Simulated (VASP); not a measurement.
Here is a VASP 6.6.1 calculation.

Contents of INCAR:

```
  ALGO = Normal
  EDIFF = 1E-7
  ENCUT = 520
  GGA = CA
  ISIF = 2
  ISMEAR = -1
  ISPIN = 2
  LASPH = T
  LCHARG = F
  LMAXMIX = 4
  LORBIT = 11
  LREAL = F
  LWAVE = F
  MAGMOM = 1.5
  NBANDS = 15
  NELM = 150
  PREC = Accurate
  SIGMA = 0.1
```

Contents of KPOINTS:

```
k-points
0
Gamma
  14 14 14
```

Contents of POSCAR:

```
Ni
1.0
    2.3966650000      0.0000000000      0.0000000000
   -0.7988883083      2.2595974405      0.0000000000
   -0.7988883083     -1.1297986672      1.9568688164
Ni
1
Direct
    0.0000000000      0.0000000000      0.0000000000
```

Potentials or basis: VASP PAW LDA potentials, release 64 (Ni).

The run is started by

```console
$ cat potpaw_LDA.64/Ni/POTCAR > POTCAR
$ mpirun -np 1 vasp_std > vasp.out
```

Task: Predict the pressure.

Result: -10.6 GPa.

Task: Estimate the net moment.

Result: 0.37 μB per cell.

Task: Estimate the site moments.

Result: Ni +0.37 μB.
